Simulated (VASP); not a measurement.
A run of VASP 6.6.1:

The input INCAR:

```
ALGO = Normal
EDIFF = 1E-6
ENCUT = 520
GGA = PE
ISIF = 2
ISMEAR = -1
LASPH = T
LCHARG = F
LREAL = F
LWAVE = F
NBANDS = 59
NELM = 60
PREC = Accurate
SIGMA = 0.02
```

Contents of KPOINTS:

```
k-points
0
Gamma
  6 6 4
```

File POSCAR:

```
SiSn3O8
1.0
    3.2646450354     -3.2571292517      0.0000000000
    3.2646450354      3.2571292517      0.0000000000
    0.0000000000      0.0000000000      6.1545532091
Sn O Si
3 8 1
Direct
    0.5000000000      0.5000000000      0.2609588413
    0.0000000000      0.0000000000      0.0000000000
    0.5000000000      0.5000000000      0.7390411587
    0.1836605667      0.1836605667      0.2776603550
    0.8163394333      0.8163394333      0.2776603550
    0.6923248078      0.3076751922      0.0000000000
    0.3076751922      0.6923248078      0.0000000000
    0.1836605667      0.1836605667      0.7223396450
    0.8163394333      0.8163394333      0.7223396450
    0.7185137880      0.2814862120      0.5000000000
    0.2814862120      0.7185137880      0.5000000000
    0.0000000000      0.0000000000      0.5000000000
```

Potentials or basis: VASP PAW PBE potentials, release 64 (Sn_d, O, Si).

Command:

```console
$ cat potpaw_PBE.64/Sn_d/POTCAR potpaw_PBE.64/O/POTCAR potpaw_PBE.64/Si/POTCAR > POTCAR
$ mpirun -np 1 vasp_std > vasp.out
```

Hardware: 1 thread of Intel Xeon 8259CL, on a shared host.

Question: How long does it take, and how much memory?

Answer: It took 6.4 min on 1 thread of Intel Xeon 8259CL (shared host), peak memory 0.38 GiB. Counts: scf iterations 14, k points 39.
